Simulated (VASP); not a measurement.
# Rh (P6_3/mmc) in VASP: further runs

Rh is run at these levels: PBE; tasks: single point.

Everything below comes from runs of VASP 6.6.1. Logs are shortened: lines on timing, memory, paths and dates and some standing lists are left out, and cuts for length are marked.

### 1 The cell of the first run

It takes space group P6_3/mmc (No. 194, hexagonal). Conventional cell: a = 2.616 Å, b = 2.616 Å, c = 4.525 Å, α = 90.00°, β = 90.00°, γ = 120.00°. Within 3.5 Å of Rh (site symmetry -6m2) lie 12 Rh at 2.62 to 2.72 Å.

This isn't the form of Rh at room conditions, which is fcc.

### 2 Single point, PBE

File INCAR:

```
PREC = Accurate
ENCUT = 520
EDIFF = 1E-6
ISMEAR = 0
SIGMA = 0.15
LREAL = False
LASPH = True
NELM = 60
ALGO = Fast
ISIF = 2
LWAVE = False
LCHARG = False
GGA = PE
NBANDS = 22
```

File KPOINTS:

```
regular mesh
0
Gamma
  18 18 10
```

File POSCAR:

```
Rh
1.0
    2.6159000000      0.0000000000      0.0000000000
   -1.3079500000      2.2654358537      0.0000000000
    0.0000000000      0.0000000000      4.5254000000
Rh
2
Direct
    0.6666666667      0.3333333333      0.7500000000
    0.3333333333      0.6666666667      0.2500000000
```

Potentials or basis: VASP PAW PBE potentials, release 64 (Rh_pv).

Command:

```bash
$ cat potpaw_PBE.64/Rh_pv/POTCAR > POTCAR
$ mpirun -np 1 vasp_std > vasp.out
```

OUTCAR:

```text
PREC = Accurate
   ENCUT = 520
   EDIFF = 1E-6
   ISMEAR = 0
   LREAL = False
   LASPH = True
   NELM = 60
   ISIF = 2
   GGA = PE

 ion  position               nearest neighbor table
   1  0.667  0.333  0.750-   2 2.72   2 2.72   2 2.72   2 2.72   2 2.72   2 2.72
   2  0.333  0.667  0.250-   1 2.72   1 2.72   1 2.72   1 2.72   1 2.72   1 2.72

  LATTYP: Found a hexagonal cell.
 ALAT       =     2.6159000000
 C/A-ratio  =     1.7299590963

  Lattice vectors:

 A1 = (   2.6159000000,   0.0000000000,   0.0000000000)
 A2 = (  -1.3079500000,   2.2654358537,   0.0000000000)
 A3 = (   0.0000000000,   0.0000000000,   4.5254000000)

Analysis of symmetry for initial positions (statically):
=====================================================================
 Subroutine PRICEL returns:
 Original cell was already a primitive cell.

 Routine SETGRP: Setting up the symmetry group for a
 hexagonal supercell.

 Subroutine GETGRP returns: Found 24 space group operations
 (whereof 12 operations were pure point group operations)
 out of a pool of 24 trial point group operations.

The static configuration has the point symmetry D_3d.
 The point group associated with its full space group is D_6h.

Analysis of symmetry for dynamics (positions and initial velocities):
=====================================================================
 Subroutine PRICEL returns:
 Original cell was already a primitive cell.

 Routine SETGRP: Setting up the symmetry group for a
 hexagonal supercell.

 Subroutine GETGRP returns: Found 24 space group operations
 (whereof 12 operations were pure point group operations)
 out of a pool of 24 trial point group operations.

The dynamic configuration has the point symmetry D_3d.
 The point group associated with its full space group is D_6h.

 Subroutine INISYM returns: Found 24 space group operations
 (whereof 12 operations are pure point group operations),
 and found     1 'primitive' translations

----------------------------------------------------------------------------------------

                                     Primitive cell

  volume of cell :      26.8182

  direct lattice vectors                    reciprocal lattice vectors
     2.615900000  0.000000000  0.000000000     0.382277610  0.220708081  0.000000000
    -1.307950000  2.265435854  0.000000000     0.000000000  0.441416162  0.000000000
     0.000000000  0.000000000  4.525400000     0.000000000  0.000000000  0.220974941

  length of vectors
     2.615900000  2.615900000  4.525400000     0.441416162  0.441416162  0.220974941

  position of ions in fractional coordinates (direct lattice)
     0.666666667  0.333333333  0.750000000
     0.333333333  0.666666667  0.250000000

  ion indices of the primitive-cell ions
   primitive index   ion index
                 1           1
                 2           2

----------------------------------------------------------------------------------------

 KPOINTS: regular mesh

Automatic generation of k-mesh.
 Grid dimensions read from file:
 generate k-points for:   18   18   10

 Generating k-lattice:

  Cartesian coordinates                     Fractional coordinates (reciprocal lattice)
     0.021237645  0.012261560  0.000000000     0.055555556  0.000000000  0.000000000
     0.000000000  0.024523120  0.000000000     0.000000000  0.055555556  0.000000000
     0.000000000  0.000000000  0.022097494     0.000000000  0.000000000  0.100000000

  Length of vectors
     0.024523120  0.024523120  0.022097494

  Shift w.r.t. Gamma in fractional coordinates (k-lattice)
     0.000000000  0.000000000  0.000000000

 Subroutine IBZKPT returns following result:
 ===========================================

 Found    222 irreducible k-points:

 Following reciprocal coordinates:
            Coordinates               Weight
  0.000000  0.000000  0.000000      1.000000
  0.055556 -0.000000  0.000000      6.000000
  0.111111 -0.000000  0.000000      6.000000
  0.166667  0.000000  0.000000      6.000000
  0.222222  0.000000  0.000000      6.000000
  0.277778 -0.000000  0.000000      6.000000
[... 16 lines left out ...]
  0.333333  0.111111  0.000000     12.000000
  0.388889  0.111111  0.000000     12.000000
 [... further k-points ...]
   k-points           NKPTS =    222   k-points in BZ     NKDIM =    222   number of bands    NBANDS=     22
   number of dos      NEDOS =    301   number of ions     NIONS =      2
   total plane-waves  NPLWV =  14400
   dimension x,y,z NGX =    20 NGY =   20 NGZ =   36
   dimension x,y,z NGXF=    40 NGYF=   40 NGZF=   72
   ions per type =               2
   NGX,Y,Z   is equivalent  to a cutoff of  12.71, 12.71, 13.23 a.u.
   NGXF,Y,Z  is equivalent  to a cutoff of  25.42, 25.42, 26.45 a.u.
 SYSTEM =  unknown system
   PREC   = accura    normal or accurate (medium, high low for compatibility)
   ISTART =      0    job   : 0-new  1-cont  2-samecut
   ICHARG =      2    charge: 1-file 2-atom 10-const
   ISPIN  =      1    spin polarized calculation?
   LNONCOLLINEAR =      F non collinear calculations
   LSORBIT =      F    spin-orbit coupling
   LASPH  =      T    aspherical Exc in radial PAW
   ENCUT  =  520.0 eV  38.22 Ry    6.18 a.u.   4.86  4.86  8.41*2*pi/ulx,y,z
   NELM   =     60;   NELMIN=  2; NELMDL= -5     # of ELM steps
   EDIFF  = 0.1E-05   stopping-criterion for ELM
   LREAL  =      F    real-space projection
   EDIFFG = 0.1E-04   stopping-criterion for IOM
   NSW    =      0    number of steps for IOM
   IBRION =     -1    ionic relax: 0-MD 1-quasi-New 2-CG
   NFREE  =      0    steps in history (QN), initial steepest desc. (CG)
   ISIF   =      2    stress and relaxation
   ISYM   =      2    0-nonsym 1-usesym 2-fastsym
   POTIM  = 0.5000    time-step for ionic-motion
   TEBEG  =    0.0;   TEEND  =   0.0 temperature during run
   PSTRESS=    0.0 pullay stress
   NELECT =      30.0000    total number of electrons
   NUPDOWN=      -1.0000    fix difference up-down
   EMIN   =  10.00;   EMAX   =-10.00  energy-range for DOS
   EFERMI =   0.00;   METHOD = LEGACY
   ISMEAR =     0;   SIGMA  =   0.15  broadening in eV -4-tet -1-fermi 0-gaus
   EFERMI_NEDOS =   21; number of points for ismear=-14 and -15
   IALGO  =     68    algorithm
   IMIX   =      4    mixing-type and parameters
     AMIX     =   0.40;   BMIX     =  1.00
     AMIX_MAG =   1.60;   BMIX_MAG =  1.00
  volume/ion in A,a.u.               =      13.41        90.49
  Fermi-wavevector in a.u.,A,eV,Ry     =   1.699438  3.211472 39.294837  2.888089
  Thomas-Fermi vector in A             =   2.779755
   LORBIT       =      0    0 simple, 1 ext, 2 COOP (PROOUT), +10 PAW based schemes
   GGA     = PE    functional components
   LHFCALC =     F    Hartree Fock is set to
   AEXX    =    0.0000 exact exchange contribution
   IVDW    =     0    specifies the selected vdW correction
   LEPSILON=     F    determine dielectric tensor
   LRPA    =     F    only Hartree local field effects (RPA)
 non-spin polarized calculation
 RMM-DIIS sequential band-by-band and
 Gauss-broadening in eV      SIGMA  =   0.15
  energy-cutoff  :      520.00
  volume of cell :       26.82
 maximum number of plane-waves:       738
 NGX is ok and might be reduce to    20
   NGX =  9   NGY =  9   NGZ = 17

 number of electron      29.9999996 magnetization

 Free energy of the ion-electron system (eV)
  ---------------------------------------------------
  ext. energy  EPLUGINS =         0.00000000
  ---------------------------------------------------
  free energy    TOTEN  =       -14.31571471 eV

  energy without entropy =      -14.28034473  energy(sigma->0) =      -14.29802972

 E-fermi :  12.4076     XC(G=0): -14.1882

 val. band max:       12.3909353911   @ k =   0.2778   0.1111   0.0000
 cond. band min:      12.4097326629   @ k =   0.2778   0.1667   0.1000
 fundamental gap:      0.0187972718
 Fermi energy:        12.4076448788

 k-point     1 :       0.0000    0.0000    0.0000
  band No.  band energies     occupation
      1     -34.7294      2.00000
      2     -34.0980      2.00000
      3     -34.0980      2.00000
      4     -34.0441      2.00000
      5     -34.0197      2.00000
      6     -34.0197      2.00000
[... 14 lines left out ...]
     21      29.6237      0.00000
     22      31.1618      0.00000

 k-point     2 :       0.0556   -0.0000    0.0000
  band No.  band energies     occupation
      1     -34.7217      2.00000
      2     -34.1206      2.00000
      3     -34.1045      2.00000
      4     -34.0457      2.00000
      5     -34.0428      2.00000
      6     -34.0238      2.00000
[... 14 lines left out ...]
     21      29.7951      0.00000
     22      31.3233      0.00000

 k-point     3 :       0.1111   -0.0000    0.0000
  band No.  band energies     occupation
      1     -34.6991      2.00000
      2     -34.1857      2.00000
      3     -34.1231      2.00000
      4     -34.1089      2.00000
      5     -34.0507      2.00000
      6     -34.0361      2.00000
[... 14 lines left out ...]
     21      30.2636      0.00000
     22      31.6378      0.00000

 k-point     4 :       0.1667    0.0000    0.0000
  band No.  band energies     occupation
      1     -34.6632      2.00000
      2     -34.2852      2.00000
      3     -34.2087      2.00000
      4     -34.1511      2.00000
      5     -34.0596      2.00000
      6     -34.0552      2.00000
[... 14 lines left out ...]
     21      30.7925      0.00000
     22      31.7750      0.00000

 k-point     5 :       0.2222    0.0000    0.0000
  band No.  band energies     occupation
      1     -34.6167      2.00000
      2     -34.4070      2.00000
      3     -34.3289      2.00000
      4     -34.1848      2.00000
      5     -34.0790      2.00000
      6     -34.0729      2.00000
[... 417 lines left out ...]
 k-point    22 :       0.2778    0.1111    0.0000
  band No.  band energies     occupation
      1     -34.6469      2.00000
      2     -34.5782      2.00000
      3     -34.4905      2.00000
      4     -34.2866      2.00000
      5     -34.1776      2.00000
      6     -34.1215      2.00000
[... 14 lines left out ...]
     21      26.9137      0.00000
     22      28.5525      0.00000

 k-point    23 :       0.3333    0.1111    0.0000
  band No.  band energies     occupation
      1     -34.7353      2.00000
      2     -34.6524      2.00000
      3     -34.4378      2.00000
      4     -34.3225      2.00000
      5     -34.2024      2.00000
      6     -34.1485      2.00000
[... 14 lines left out ...]
     21      25.9754      0.00000
     22      27.7898      0.00000

 k-point    24 :       0.3889    0.1111    0.0000
  band No.  band energies     occupation
      1     -34.7927      2.00000
      2     -34.7006      2.00000
      3     -34.3961      2.00000
      4     -34.3457      2.00000
      5     -34.2186      2.00000
      6     -34.1735      2.00000
[... 14 lines left out ...]
     21      25.2978      0.00000
     22      27.1578      0.00000

 [... further k-points ...]

------------------------ aborting loop because EDIFF is reached ----------------------------------------

  FORCE on cell =-STRESS in cart. coord.  units (eV):
  Direction    XX          YY          ZZ          XY          YZ          ZX
  --------------------------------------------------------------------------------------
  -------------------------------------------------------------------------------------
  Total        3.8794050      3.8794050      0.2255754     -0.0000000      0.0000000      0.0000000
  in kB      231.7639190    231.7639190     13.4763569     -0.0000000      0.0000000      0.0000000
  external PRESSURE =     159.0013983 kB  Pullay stress =       0.0000000 kB

 VOLUME and BASIS-vectors are now :
 -----------------------------------------------------------------------------
  energy-cutoff  :      520.00
  volume of cell :       26.82
      direct lattice vectors                 reciprocal lattice vectors
     2.615900000  0.000000000  0.000000000     0.382277610  0.220708081  0.000000000
    -1.307950000  2.265435854  0.000000000     0.000000000  0.441416162  0.000000000
     0.000000000  0.000000000  4.525400000     0.000000000  0.000000000  0.220974941

 POSITION                                       TOTAL-FORCE (eV/Angst)
 -----------------------------------------------------------------------------------
      1.30795      0.75515      3.39405        -0.000000      0.000000      0.000000
     -0.00000      1.51029      1.13135         0.000000      0.000000      0.000000
 -----------------------------------------------------------------------------------
    total drift:                               -0.000000      0.000000     -0.000000

  FREE ENERGIE OF THE ION-ELECTRON SYSTEM (eV)
  ---------------------------------------------------
  free  energy   TOTEN  =       -14.3157147125 eV

  energy  without entropy=      -14.2803447255  energy(sigma->0) =      -14.29802972
```

Wall time 79 s (1 thread of Intel Xeon Platinum 8488C (Sapphire Rapids), shared host); peak memory 0.22 GiB.

What came out:

* Free energy: -14.3157 eV
* Pressure: 15.9 GPa
* Band gap on the k mesh: zero (bands 15 and 16 overlap by 2.76 eV)

Levels at points of the mesh, in eV from the Fermi level:
```
           k point  band 13  band 14  band 15  band 16  band 17  band 18
(0.00, 0.00, 0.00)    -2.69    -1.45    -1.45     0.09     0.24     0.24
(0.50, 0.00, 0.00)    -1.94     0.50     0.84     1.06     3.32     5.54
(0.00, 0.00, 0.50)    -3.11    -3.11    -0.35    -0.35    -0.35    -0.35
(0.50, 0.00, 0.50)    -0.26    -0.26     0.96     0.96     2.84     2.84
```

Caveat: the cell stands under pressure.

### 3 Single point, PBE

This run uses another cell than the first one, of 13.48 Å³/atom.

File INCAR:

```
PREC = Accurate
ENCUT = 520
EDIFF = 1E-7
ISMEAR = 0
SIGMA = 0.15
LREAL = F
LASPH = T
NELM = 60
ALGO = Fast
ISIF = 2
LWAVE = F
LCHARG = T
GGA = PE
LELF = T
LVHAR = T
NBANDS = 22
```

File KPOINTS:

```
Automatic mesh
0
Gamma
  18 18 10
```

File POSCAR:

```
Rh
1.0
    2.6431000000      0.0000000000      0.0000000000
   -1.3215500000      2.2889917447      0.0000000000
    0.0000000000      0.0000000000      4.4553000000
Rh
2
Direct
    0.6666666667      0.3333333333      0.7500000000
    0.3333333333      0.6666666667      0.2500000000
```

Potentials or basis: VASP PAW PBE potentials, release 64 (Rh_pv).

Command:

```bash
$ cat potpaw_PBE.64/Rh_pv/POTCAR > POTCAR
$ mpirun -np 1 vasp_std > vasp.out
```

Wall time 84 s (1 thread of Intel Xeon Platinum 8488C (Sapphire Rapids), shared host); peak memory 0.22 GiB.

It converged, with:

| Property | Result |
| --- | --- |
| Free energy | -14.3788 eV |
| Pressure | 13.5 GPa |
| Band gap on the k mesh | zero (bands 15 and 16 overlap by 2.65 eV) |

Stress tensor (GPa, compression positive):
```
17.88  0.00  0.00
 0.00 17.88  0.00
 0.00  0.00  4.67
```

Levels at points of the mesh, in eV from the Fermi level:
```tsv
k point	band 11	band 12	band 13	band 14	band 15	band 16	band 17	band 18	band 19	band 20
(0.00, 0.00, 0.00)	-3.10	-2.64	-2.64	-1.65	-1.65	0.19	0.19	0.32	8.26	16.16
(0.50, 0.00, 0.00)	-2.96	-2.42	-2.05	0.55	0.68	0.93	3.23	5.42	10.51	10.64
(0.00, 0.00, 0.50)	-3.14	-3.14	-3.14	-3.14	-0.40	-0.40	-0.40	-0.40	14.51	14.51
(0.50, 0.00, 0.50)	-1.55	-1.55	-0.28	-0.28	0.83	0.83	2.78	2.78	9.70	9.70
```

Caveat: the cell stands under pressure.

### 4 Single point, PBE

This run uses another cell than the first one, of 13.49 Å³/atom.

File INCAR:

```
SYSTEM = Rh
  PREC = Accurate
  ENCUT = 520
  EDIFF = 1E-6
  ISMEAR = 0
  SIGMA = 0.15
  LREAL = .FALSE.
  LASPH = .TRUE.
  NELM = 100
  ALGO = Fast
  ISIF = 2
  LWAVE = .FALSE.
  LCHARG = .FALSE.
  GGA = PE
  NBANDS = 22
```

File KPOINTS:

```
regular mesh
0
G
  18 18 10
  0 0 0
```

File POSCAR:

```
Rh
1.0
    2.7794000000      0.0000000000      0.0000000000
   -1.3897000000      2.4070310073      0.0000000000
    0.0000000000      0.0000000000      4.0343000000
Rh
2
Direct
    0.6666666667      0.3333333333      0.7500000000
    0.3333333333      0.6666666667      0.2500000000
```

Command:

```bash
$ cat potpaw_PBE.64/Rh_pv/POTCAR > POTCAR
$ mpirun -np 1 vasp_std > vasp.out
```

Run time: 57 s. Hardware: 1 thread of Intel Xeon Platinum 8488C (Sapphire Rapids), shared host; peak memory 0.22 GiB.

The run converged. Its results:

```
Free energy            : -14.2303 eV
Pressure               : 16.6 GPa
Band gap on the k mesh : zero (bands 15 and 16 overlap by 2.02 eV)
```

Stress tensor (GPa, compression positive):
```
 6.92  0.00  0.00
 0.00  6.92  0.00
 0.00  0.00 36.09
```

Levels at points of the mesh, in eV from the Fermi level:
| k point | band 13 | band 14 | band 15 | band 16 | band 17 | band 18 |
| --- | --- | --- | --- | --- | --- | --- |
| (0.00, 0.00, 0.00) | -2.45 | -2.45 | -2.33 | 0.12 | 0.12 | 1.95 |
| (0.50, 0.00, 0.00) | -1.79 | -0.13 | 0.43 | 1.02 | 2.76 | 4.79 |
| (0.00, 0.00, 0.50) | -2.81 | -2.81 | -0.33 | -0.33 | -0.33 | -0.33 |
| (0.50, 0.00, 0.50) | -0.43 | -0.43 | 0.25 | 0.25 | 2.57 | 2.57 |

Caveat: the cell stands under pressure.

### 5 Single point, PBE

This run uses another cell than the first one, of 13.46 Å³/atom.

File INCAR:

```
SYSTEM = Rh
PREC = Accurate
ENCUT = 520
EDIFF = 1E-6
ISMEAR = 0
SIGMA = 0.15
LREAL = .FALSE.
LASPH = .TRUE.
NELM = 80
ALGO = Fast
ISIF = 2
LWAVE = .FALSE.
LCHARG = .TRUE.
GGA = PE
LELF = .TRUE.
LVHAR = .TRUE.
NBANDS = 22
```

File KPOINTS:

```
Automatic mesh
0
G
  18 18 10
  0 0 0
```

File POSCAR:

```
Rh
1.0
    2.7521000000      0.0000000000      0.0000000000
   -1.3760500000      2.3833885137      0.0000000000
    0.0000000000      0.0000000000      4.1045000000
Rh
2
Direct
    0.6666666667      0.3333333333      0.7500000000
    0.3333333333      0.6666666667      0.2500000000
```

Command:

```bash
$ cat potpaw_PBE.64/Rh_pv/POTCAR > POTCAR
$ mpirun -np 1 vasp_std > vasp.out
```

Wall time 68 s (1 thread of Intel Xeon Platinum 8488C (Sapphire Rapids), shared host); peak memory 0.21 GiB.

Results (log left out):

```yaml
Free_energy: -14.3031 eV
Pressure: 15.8 GPa
Band_gap_on_the_k_mesh: zero (bands 15 and 16 overlap by 2.17 eV)
```

Stress tensor (GPa, compression positive):
```
 8.12  0.00  0.00
 0.00  8.12  0.00
 0.00  0.00 31.23
```

Levels at points of the mesh, in eV from the Fermi level:
```tsv
k point	band 13	band 14	band 15	band 16	band 17	band 18
(0.00, 0.00, 0.00)	-2.57	-2.50	-2.50	0.11	0.11	1.60
(0.50, 0.00, 0.00)	-1.95	0.01	0.50	0.92	2.85	4.92
(0.00, 0.00, 0.50)	-2.96	-2.96	-0.40	-0.40	-0.40	-0.40
(0.50, 0.00, 0.50)	-0.41	-0.41	0.33	0.33	2.61	2.61
```

Caveat: the cell stands under pressure.

### 6 Overview

```csv
cell,further INCAR settings,gap on the mesh (eV),pressure (GPa)
"a = 2.616, b = 2.616, c = 4.525 Å, angles 90.0, 90.0, 120.0°, 2 atoms",ALGO = Fast; EDIFF = 1e-06; NBANDS = 22,none,15.9
"a = 2.643, b = 2.643, c = 4.455 Å, angles 90.0, 90.0, 120.0°, 2 atoms",ALGO = Fast; EDIFF = 1e-07; NBANDS = 22,none,13.5
"a = 2.779, b = 2.779, c = 4.034 Å, angles 90.0, 90.0, 120.0°, 2 atoms",ALGO = Fast; EDIFF = 1e-06; NBANDS = 22,none,16.6
"a = 2.752, b = 2.752, c = 4.104 Å, angles 90.0, 90.0, 120.0°, 2 atoms",ALGO = Fast; EDIFF = 1e-06; NBANDS = 22,none,15.8
```

Alike in all rows: task single point; level PBE; potentials or basis VASP PAW PBE potentials, release 64 (Rh_pv); no spin polarisation; k mesh 18 × 18 × 10; cutoff (eV) 520; smearing gaussian 0.15 eV.

Caveats: the cell stands under pressure.

Total energies depend on the potentials used, so only differences within one code and one set of settings carry meaning.
